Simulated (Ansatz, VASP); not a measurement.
Al: VASP beside Ansatz

```
Al
1.0
     2.88960    0.00000    0.00000
    -1.44480    2.50247    0.00000
     0.00000    0.00000    4.93510
Al
2
Direct
  0.66667 0.33333 0.75000
  0.33333 0.66667 0.25000
```

Alike in both runs: task single point; functional PBEsol; k mesh 18 × 18 × 10; occupations gaussian, width 0.15 eV; no spin polarisation.

```csv
,VASP,Ansatz
version,VASP 6.6.1,Ansatz 0.2.0
potentials or method,"VASP PAW PBE potentials, release 64 (Al), cutoff 520 eV","scalar-relativistic, plane waves, PAW"
valence electrons in the cell,6,6
```

```tsv
	VASP	Ansatz	Ansatz less VASP
gap on the k mesh at the Fermi level (eV)	none	none	-
pressure (GPa)	-5.6	-5.7	-0.05
traceless stress, the component that is largest in VASP (GPa)	-0.20	-0.20	+0.008
```

VASP's potentials were made for PBE, not for PBEsol, and Ansatz warns of the same on its side. A gap of «none» marks a metal or a gap that the smearing closes.
